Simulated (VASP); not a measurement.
Runs of VASP 6.6.1 on AlFe3. The structure is that of space group Fm-3m (No. 225), or close to it. The cells are those of the table. 

```csv
spin,cell,gap on the mesh (eV),pressure (GPa),moment (μB)
"collinear, ferromagnetic start","a = 4.060 Å, angles 60.0°, 4 atoms",none,3.0,(c)
"collinear, ferromagnetic start","a = 4.032 Å, angles 60.0°, 4 atoms",none,6.1,(a)
"collinear, ferromagnetic start","a = 4.141 Å, angles 60.0°, 4 atoms",none,-5.2,7.67
"collinear, ferrimagnetic start","a = 4.087 Å, angles 60.0°, 4 atoms",none,1.4,(b)
"collinear, ferromagnetic start","a = 4.087 Å, angles 60.0°, 4 atoms",none,-0.4,7.33
```

Alike in all rows: task single point; level r2SCAN; potentials or basis VASP PAW PBE potentials, release 64 (Al, Fe); k mesh 12 × 12 × 12; cutoff (eV) 520; smearing gaussian 0.05 eV.

Problem. Fill in the values left out.

Solution. (a) 7.07; (b) 1.89; (c) 7.24.

Caveats: the PAW data sets were made with another functional, which shifts forces and pressure a little; the cell stands under pressure (at least some runs); the cell stands under tension (at least some runs).

A gap of «none» marks levels without a gap at the run's occupations.
